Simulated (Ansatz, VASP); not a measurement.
## SnSe in VASP and in Ansatz

Contents of INCAR:

```
  PREC = Accurate
  ENCUT = 520
  EDIFF = 1E-6
  ISMEAR = 0
  SIGMA = 0.05
  LREAL = F
  LASPH = T
  NELM = 80
  ALGO = Normal
  ISIF = 2
  LWAVE = F
  LCHARG = T
  GGA = CA
  LELF = T
  LVHAR = T
  NBANDS = 17
```

The input KPOINTS:

```
regular mesh
0
Gamma
  8 8 8
```

File POSCAR:

```
SnSe
1.0
    0.0000000000      2.9466477701      2.9466477701
    3.0203139644      0.0000000000      2.9466477701
    3.0203139644      2.9466477701      0.0000000000
Sn Se
1 1
Direct
    0.0000000000      0.0000000000      0.0000000000
    0.5000000000      0.5000000000      0.5000000000
```

Input for Ansatz:

```yaml
crystal:
  lattice:
    - [0.0, 2.9466477701, 2.9466477701]
    - [3.0203139644, 0.0, 2.9466477701]
    - [3.0203139644, 2.9466477701, 0.0]
  atoms:
    - { symbol: Sn, position: [0.0, 0.0, 0.0] }
    - { symbol: Se, position: [0.5, 0.5, 0.5] }
basis:
  ecutwfc: 420
kpoints:
  mp_grid: { grid: [8, 8, 8] }
hamiltonian:
  xc: lda
scf:
  occupations: { method: gaussian, width: 0.05 }
output:
  forces: true
  stress: true
  eigenvalues: true
```

Change from the starting cell: strain +0.0250 x Voigt [1, 0, 0, 0, 0, 0], atoms carried along.

Alike in both runs: task single point; functional LDA; k mesh 8 × 8 × 8; occupations gaussian, width 0.05 eV; no spin polarisation.

|  | VASP | Ansatz |
| --- | --- | --- |
| version | VASP 6.6.1 | Ansatz 0.2.0 |
| potentials or method | VASP PAW LDA potentials, release 64 (Sn_d, Se), cutoff 520 eV | scalar-relativistic, plane waves, PAW |
| valence electrons in the cell | 20 | 30 |

```tsv
	VASP	Ansatz	Ansatz less VASP
gap on the k mesh at the Fermi level (eV)	0.74	0.74	-0.002
least direct gap on the mesh (eV)	0.82	0.80	-0.020
pressure (GPa)	-1.2	-1.3	-0.12
traceless stress, the component that is largest in VASP (GPa)	-2.07	-2.05	+0.020
```

LDA's correlation is that of Perdew and Zunger in VASP and of Perdew and Wang (1992) in Ansatz. VASP's potentials hold 20 valence electrons a cell and Ansatz's 30, so a difference there can come from the potentials and not from the codes.
